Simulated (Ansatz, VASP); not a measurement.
# SnSe4: VASP beside Ansatz

```
CELL_PARAMETERS angstrom
3.97047 0.00000 0.00000
-1.98523 3.43853 0.00000
0.00000 0.00000 10.32672
ATOMIC_POSITIONS crystal
Sn 0.00000 0.00000 0.50000
Se 0.33333 0.66667 0.00000
Se 0.66667 0.33333 0.00000
Se 0.00000 0.00000 0.70123
Se 0.00000 0.00000 0.29877
```

Alike in both runs: task relaxation of cell and atoms; functional PBE; k mesh 6 × 6 × 2; occupations gaussian, width 0.1 eV; no spin polarisation.

```csv
,VASP,Ansatz
version,VASP 6.6.1,Ansatz 0.2.0
potentials or method,"VASP PAW PBE potentials, release 64 (Sn_d, Se), cutoff 600 eV","scalar-relativistic, plane waves, PAW"
valence electrons in the cell,38,78
```

Ansatz gave:

* gap on the k mesh at the Fermi level, each at its own relaxed structure (eV): none
* relaxed volume (Å³/atom): 37.04
* relaxed cell length with the largest relative difference (Å): 10.687

Question: Estimate VASP's values.

Answer: gap on the k mesh at the Fermi level, each at its own relaxed structure (eV): none; relaxed volume (Å³/atom): 38.27; relaxed cell length with the largest relative difference (Å): 10.882.

A gap of «none» marks a metal or a gap that the smearing closes. VASP's potentials hold 38 valence electrons a cell and Ansatz's 78, so a difference there can come from the potentials and not from the codes.

Noted on VASP's run: the volume moved by over 15 % at a fixed basis, so the end points are rough.
